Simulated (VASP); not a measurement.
Write the native input for VASP 6.6.1 that does the following.

* Task: single point
* Functional: PBEsol
* Potentials or basis: VASP PAW PBE potentials, release 64 (Cd, S)
* Cutoff: 520 eV
* k mesh: 2 × 2 × 2
* Occupations: fermi-dirac, width 0.02 eV
* Spin: no spin polarisation
* Dipole correction: no
* Further INCAR settings: LREAL = Auto; ALGO = Normal; EDIFF = 1e-06; NBANDS = 86

The structure of CdS lies in POSCAR:

```
CdS
1.0
    6.7738172281      0.0000000000      0.0000000000
    0.0000000000      6.7738172281      0.0000000000
    0.0000000000      0.0000000000      6.7738172281
Cd S
8 8
Direct
    0.0031829911     -0.0074327367     -0.0144416356
    0.0095455779      0.0026843063      0.5067246258
   -0.0120753184      0.4910194486     -0.0026627527
    0.0020224933      0.5081208843      0.4998193612
    0.5087769398      0.0028266189      0.0024401308
    0.4898509789     -0.0054050765      0.4898636748
    0.4974707593      0.5011831417      0.0021352805
    0.4933599310      0.4982881714      0.4998983418
    0.2191879335      0.2207690213      0.2496020992
    0.2440551530      0.2965630652      0.7638620627
    0.2821986386      0.7144646566      0.2945605015
    0.2673889683      0.8069794055      0.7800860020
    0.7210370217      0.2165955990      0.2329659846
    0.7435253758      0.2829880015      0.7133871253
    0.7887453736      0.7259874063      0.2490105569
    0.7614409758      0.7662115503      0.7734091168
```

One way to write it, as run:

INCAR

```
PREC     = Accurate       # precision mode
ENCUT    = 520            # plane-wave cutoff, eV
EDIFF    = 1E-6           # SCF threshold, eV
ISMEAR   = -1             # smearing method
SIGMA    = 0.02           # smearing width, eV
LREAL    = Auto         
LASPH    = T              # aspherical terms in the spheres
NELM     = 80             # most SCF steps
ALGO     = Normal         # electronic algorithm
ISIF     = 2              # what is computed and relaxed
LWAVE    = F              # write WAVECAR
LCHARG   = F              # write CHGCAR
GGA      = PS             # functional
NBANDS   = 86             # bands
```

KPOINTS

```
Automatic mesh
0
Gamma
  2 2 2
```

Potentials or basis: VASP PAW PBE potentials, release 64 (Cd, S).

Command:

```bash
$ cat potpaw_PBE.64/Cd/POTCAR potpaw_PBE.64/S/POTCAR > POTCAR
$ mpirun -np 1 vasp_std > vasp.out
```

It gave:

```yaml
Pressure: -0.6 GPa
Largest_force: 1.372 eV/Å
Band_gap_on_the_k_mesh: 0.03 eV
```

Caveat: the k points lie up to 0.46 Å⁻¹ apart; the atoms stand as in a frame of molecular dynamics; the structure was generated, so it needn't be the stable form of CdS; semilocal functionals underestimate gaps, and a narrow one can read as zero; the PAW data sets were made with another functional, which shifts forces and pressure a little.

Run time: 9.4 min on 1 thread of Intel Xeon 8259CL (shared host), peak memory 0.42 GiB.
